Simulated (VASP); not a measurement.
Si3Sn:

```
Si Sn
1.0
     3.04749    0.00000    0.00000
    -1.52374    2.63920    0.00000
     0.00000    0.00000    9.14838
Si Sn
3 1
Direct
  0.33333 0.66667 0.00000
  0.66667 0.33333 0.20956
  0.66667 0.33333 0.79044
  0.33333 0.66667 0.50000
```

- Program: VASP 6.6.1
- Task: relaxation of cell and atoms
- Functional: PBE
- Potentials or basis: VASP PAW PBE potentials, release 64 (Si, Sn_d)
- Cutoff: 600 eV
- k mesh: 18 × 18 × 6
- Occupations: gaussian, width 0.1 eV
- Spin: no spin polarisation

At the start: pressure 0.6 GPa; volume 18.39 Å³/atom.

Task: How do energy, volume and symmetry change on relaxing?

Result: Over 22 steps the energy falls by 185.2 meV/atom and the volume is 19.72 Å³/atom (+7.2 %); space group P-6m2 (No. 187, to 0.1 Å) before and after.

Step by step:
| step | energy change (eV) | largest force (eV/Å) | pressure (GPa) | volume (Å³) |
| --- | --- | --- | --- | --- |
| 1 | 0.0000 | 0.1195 | 0.60 | 73.58 |
| 2 | -0.0246 | 0.1042 | 0.04 | 74.30 |
| 3 | -0.0936 | 0.3102 | -1.13 | 76.38 |
| 4 | -0.2740 | 0.6042 | -2.95 | 80.10 |
| 5 | -0.6236 | 0.0533 | -4.55 | 85.47 |
| 6 | -0.4989 | 0.6846 | -4.30 | 82.88 |
| 7 | -0.6165 | 0.5499 | -4.71 | 84.30 |
| 8 | -0.6384 | 0.4587 | -4.73 | 84.75 |
| 9 | -0.6453 | 0.3702 | -4.63 | 84.79 |
| 10 | -0.6486 | 0.2727 | -4.52 | 84.83 |
| 11 | -0.6592 | 0.2578 | -4.29 | 84.45 |
| 12 | -0.6872 | 0.2110 | -3.54 | 83.33 |
| 13 | -0.7264 | 0.1104 | -1.92 | 81.11 |
| 14 | -0.7277 | 0.1244 | 2.07 | 76.79 |
| 15 | -0.7408 | 0.0009 | -0.06 | 78.94 |
| 16 | -0.7408 | 0.0074 | 0.08 | 78.82 |
| 17 | -0.7408 | 0.0038 | 0.04 | 78.82 |
| 18 | -0.7409 | 0.0067 | 0.04 | 78.81 |
| 19 | -0.7409 | 0.0275 | 0.04 | 78.79 |
| 20 | -0.7409 | 0.0128 | 0.03 | 78.80 |
| 21 | -0.7409 | 0.0118 | 0.02 | 78.82 |
| 22 | -0.7409 | 0.0083 | -0.03 | 78.88 |

Final structure:
```
Si Sn
1.0
     3.56523    0.00000    0.00000
    -1.78261    3.08758    0.00000
     0.00000    0.00000    7.16603
Si Sn
3 1
Direct
  0.33333 0.66667 0.00000
  0.66667 0.33333 0.19461
  0.66667 0.33333 0.80539
  0.33333 0.66667 0.50000
```

Caveat: a cell axis changed by over 15 % at a fixed basis, so the end point is rough.
